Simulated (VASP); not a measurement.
Runs of VASP 6.6.1 on CaF2. The structure is that of space group Fm-3m (No. 225), or close to it. The cells are those of the table. 

| cell | k mesh | smearing | gap on the mesh (eV) | pressure (GPa) |
| --- | --- | --- | --- | --- |
| a = 3.862 Å, angles 60.0°, 3 atoms | 6 × 6 × 6 | gaussian 0.1 eV | 7.28 | 2.4 |
| a = 3.903 Å, angles 60.0°, 3 atoms | 4 × 4 × 4 | gaussian 0.15 eV | 7.10 | -0.2 |
| a = 3.734 Å, angles 60.0°, 3 atoms | 8 × 8 × 8 | gaussian 0.02 eV | (a) | 13.7 |
| a = 3.863 Å, angles 60.0°, 3 atoms | 6 × 6 × 6 | gaussian 0.1 eV | 7.28 | 2.4 |
| a = 3.896 Å, angles 60.0°, 3 atoms | 4 × 4 × 4 | gaussian 0.15 eV | 7.13 | 0.2 |
| a = 3.896 Å, angles 60.0°, 3 atoms | 6 × 6 × 6 | gaussian 0.1 eV | 7.13 | 0.2 |

Alike in all rows: task single point; level PBE; potentials or basis VASP PAW PBE potentials, release 64 (Ca_sv, F); no spin polarisation; cutoff (eV) 600.

**Question.** Estimate the missing entries.

**Answer.** (a) 7.90.

Caveats: some runs use coarse meshes.

A k mesh can miss the band edges.
